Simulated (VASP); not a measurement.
# LiCl: vibrations by perturbation theory with PBE

The system is LiCl.

```xyz
4
Lattice="3.9284 0.0000 0.0000 -1.9642 3.4021 0.0000 0.0000 0.0000 6.2839" Properties=species:S:1:pos:R:3 pbc="T T T"
Li    0.0000    2.2681    5.1248
Li    1.9642    1.1340    1.9829
Cl    1.9642    1.1340    5.8723
Cl    0.0000    2.2681    2.7303
```

| Item | Value |
| --- | --- |
| Program | VASP 6.6.1 |
| Task | vibrations by perturbation theory |
| Functional | PBE |
| Potentials or basis | VASP PAW PBE potentials, release 64 (Li_sv, Cl) |
| Cutoff | 520 eV |
| k mesh | 6 × 6 × 4 |
| Occupations | gaussian, width 0.01 eV |
| Spin | no spin polarisation |
| Dipole correction | no |
| Further INCAR settings | ALGO = Normal; EDIFF = 1e-08; IBRION = 8; NSW = 1 |

| Item | Value |
| --- | --- |
| Electronic dielectric tensor (diagonal) | 2.44, 2.44, 2.47 |
| Born charges (mean of the diagonal) | Li +1.03; Cl -1.03 e |
| Highest phonon frequency at Γ, LO-TO splitting left out | 361 cm⁻¹ |

Phonon frequencies in cm⁻¹ (negative: imaginary):
| q point | frequencies |
| --- | --- |
| (0.000, 0.000, 0.000) | -3 0 0 83 83 186 296 306 306 308 308 361 |

Electronic dielectric tensor:
```
2.44 0.00 0.00
0.00 2.44 0.00
0.00 0.00 2.47
```

Born effective charge tensors (e):
atom 1, Li
```
1.02 0.00 0.00
0.00 1.02 0.00
0.00 0.00 1.04
```
atom 2, Li
```
1.02 0.00 0.00
0.00 1.02 0.00
0.00 0.00 1.04
```
atom 3, Cl
```
-1.02  0.00  0.00
 0.00 -1.02  0.00
 0.00  0.00 -1.04
```
atom 4, Cl
```
-1.02  0.00  0.00
 0.00 -1.02  0.00
 0.00  0.00 -1.04
```

Wall time 38 min on 1 thread of Intel Xeon 8259CL, on a shared host, peak memory 0.38 GiB.
